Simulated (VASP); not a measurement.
Ga2O3:

```xyz
5
Lattice="3.1529 0.0000 0.0000 -1.5764 2.7305 0.0000 0.0000 0.0000 4.9185" Properties=species:S:1:pos:R:3 pbc="T T T"
Ga    0.0000    1.8203    1.2050
Ga    1.5764    0.9102    3.7135
O     0.0000    0.0000    0.0000
O     0.0000    1.8203    3.1724
O     1.5764    0.9102    1.7461
```

| Property | Result |
| --- | --- |
| Program | VASP 6.6.1 |
| Task | relaxation of cell and atoms |
| Functional | PBEsol |
| Potentials or basis | VASP PAW PBE potentials, release 64 (Ga_d, O) |
| Cutoff | 600 eV |
| k mesh | 9 × 9 × 4 |
| Occupations | fermi-dirac, width 0.03 eV |
| Spin | no spin polarisation |

At the start: pressure 32.4 GPa; volume 8.47 Å³/atom.

Task: Where does the relaxation end?

Result: Over 21 steps the energy falls by 315.4 meV/atom and the volume is 10.02 Å³/atom (+18.4 %); space group P-3m1 (No. 164, to 0.05 Å).

The path:
```tsv
step	energy change (eV)	largest force (eV/Å)	pressure (GPa)	volume (Å³)
1	0.0000	1.8197	32.45	42.34
2	-0.6142	0.1917	-18.64	53.63
3	-0.8324	0.1490	-5.91	49.11
4	-1.1503	0.9310	0.13	48.28
5	-1.2017	1.7111	5.35	47.69
6	-1.3846	1.4448	3.22	48.39
7	-1.4592	1.0906	1.35	48.97
8	-1.5168	0.5261	-1.26	49.32
9	-1.5189	0.5997	-1.82	49.40
10	-1.5417	0.3212	0.86	48.98
11	-1.5457	0.1367	2.78	48.70
12	-1.5628	0.0827	1.23	49.32
13	-1.5699	0.1724	-0.87	50.22
14	-1.5761	0.0828	-0.16	50.20
15	-1.5765	0.0632	0.06	50.20
16	-1.5767	0.0197	-0.32	50.23
17	-1.5767	0.0235	-0.35	50.23
18	-1.5769	0.0142	-0.08	50.16
19	-1.5769	0.0101	0.02	50.13
20	-1.5769	0.0107	-0.01	50.13
21	-1.5769	0.0051	0.03	50.12
```

Final structure:
```
CELL_PARAMETERS angstrom
3.01836 0.00000 0.00000
-1.50918 2.61398 0.00000
0.00000 0.00000 6.35278
ATOMIC_POSITIONS crystal
Ga 0.33333 0.66667 0.21683
Ga 0.66667 0.33333 0.78317
O 0.00000 0.00000 0.00000
O 0.33333 0.66667 0.67384
O 0.66667 0.33333 0.32616
```

Caveat: the volume moved by over 15 % at a fixed basis, so the end points are rough; the PAW data sets were made with another functional, which shifts forces and pressure a little.
